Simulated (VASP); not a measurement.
A run of VASP 6.6.1 is set up as follows.

Contents of POSCAR:

```
PtSe
1.0
    0.0000000000      2.6216830678      2.6216830678
    2.6216830678      0.0000000000      2.6216830678
    2.6216830678      2.6216830678      0.0000000000
Pt Se
1 1
Direct
    0.5000000000      0.5000000000      0.5000000000
    0.0000000000      0.0000000000      0.0000000000
```

Contents of INCAR.step1:

```
PREC = Accurate ; ENCUT = 520
EDIFF = 1E-5 ; ISMEAR = -1
SIGMA = 0.05 ; LREAL = F
LASPH = T ; NELM = 80
ALGO = Normal ; ISIF = 2
LWAVE = T ; GGA = PE
NBANDS = 15
```

File INCAR.step2:

```
PREC = Accurate ; ENCUT = 520
EDIFF = 1E-7 ; ISMEAR = -1
SIGMA = 0.05 ; LREAL = F
LASPH = T ; NELM = 80
ALGO = Normal ; ISIF = 2
LWAVE = F ; LCHARG = T
GGA = PE ; LHFCALC = T
AEXX = 0.25 ; HFSCREEN = 0.3
PRECFOCK = Normal ; LELF = T
LVHAR = T ; ISTART = 1
NBANDS = 15
```

Contents of KPOINTS:

```
regular mesh
0
Gamma
  4 4 4
```

Potentials or basis: VASP PAW PBE potentials, release 64 (Pt, Se).

Launch:

```sh
$ cat potpaw_PBE.64/Pt/POTCAR potpaw_PBE.64/Se/POTCAR > POTCAR
$ cp INCAR.step1 INCAR
$ mpirun -np 1 vasp_std > vasp.out
$ cp INCAR.step2 INCAR
$ mpirun -np 1 vasp_std > vasp.out
```

Problem. What does it give for the pressure?

Solution. -0.1 GPa.

Problem. What does it give for the band gap on the k mesh?

Solution. Zero (band 8 reaches 10.95 eV, above the bottom of band 9 at 5.99 eV).

Caveat: the k points lie up to 0.52 Å⁻¹ apart; the PAW data sets were made with another functional, which shifts forces and pressure a little; spin-orbit coupling is left out, which moves the levels of the heavy elements.
